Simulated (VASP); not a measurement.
Set up this calculation in VASP 6.6.1, as the native input.

| Property | Result |
| --- | --- |
| Task | single point |
| Functional | PBE-based screened hybrid with 5 % exact exchange |
| Potentials or basis | VASP PAW PBE potentials, release 64 (Pt, Se) |
| Cutoff | 520 eV |
| k mesh | 4 × 4 × 3 |
| Occupations | fermi-dirac, width 0.05 eV |
| Spin | no spin polarisation |
| Dipole correction | no |
| Grid for exact exchange (PRECFOCK) | Normal |
| Share of exact exchange | 0.05 |
| Further INCAR settings | ALGO = Normal; EDIFF = 1e-06; NBANDS = 18 |
| Screening parameter | 0.2 1/Å |

PtSe2:

```
CELL_PARAMETERS angstrom
3.72400 0.00000 0.00000
-1.86200 3.22508 0.00000
0.00000 0.00000 5.06200
ATOMIC_POSITIONS crystal
Pt 0.00000 0.00000 0.00000
Se 0.66667 0.33333 0.75000
Se 0.33333 0.66667 0.25000
```

The input as run:

POSCAR

```
PtSe2
1.0
    3.7240000000      0.0000000000      0.0000000000
   -1.8620000000      3.2250786037      0.0000000000
    0.0000000000      0.0000000000      5.0620000000
Pt Se
1 2
Direct
    0.0000000000      0.0000000000      0.0000000000
    0.6666666667      0.3333333333      0.7500000000
    0.3333333333      0.6666666667      0.2500000000
```

INCAR.step1

```
ALGO = Normal
EDIFF = 1E-5
ENCUT = 520
GGA = PE
ISIF = 2
ISMEAR = -1
LASPH = True
LCHARG = False
LREAL = False
LWAVE = True
NBANDS = 18
NELM = 80
PREC = Accurate
SIGMA = 0.05
```

INCAR.step2

```
AEXX = 0.05
ALGO = Normal
EDIFF = 1E-6
ENCUT = 520
GGA = PE
HFSCREEN = 0.2
ISIF = 2
ISMEAR = -1
ISTART = 1
LASPH = True
LCHARG = False
LHFCALC = True
LREAL = False
LWAVE = False
NBANDS = 18
NELM = 80
PREC = Accurate
PRECFOCK = Normal
SIGMA = 0.05
```

KPOINTS

```
k-points
0
Gamma
  4 4 3
```

Potentials or basis: VASP PAW PBE potentials, release 64 (Pt, Se).

The run is started by

```console
$ cat potpaw_PBE.64/Pt/POTCAR potpaw_PBE.64/Se/POTCAR > POTCAR
$ cp INCAR.step1 INCAR
$ mpirun -np 1 vasp_std > vasp.out
$ cp INCAR.step2 INCAR
$ mpirun -np 1 vasp_std > vasp.out
```

Results of the run:

```
Pressure               : 6.0 GPa
Largest force          : 0.412 eV/Å
Band gap on the k mesh : zero (bands 11 and 12 overlap by 0.23 eV)
```

Caveat: the k points lie up to 0.49 Å⁻¹ apart; the PAW data sets were made with another functional, which shifts forces and pressure a little; spin-orbit coupling is left out, which moves the levels of the heavy elements.

Run time: 6.1 min on 1 thread of Intel(R) Xeon(R) Platinum 8488C (Sapphire Rapids) (shared host), peak memory 0.3 GiB.
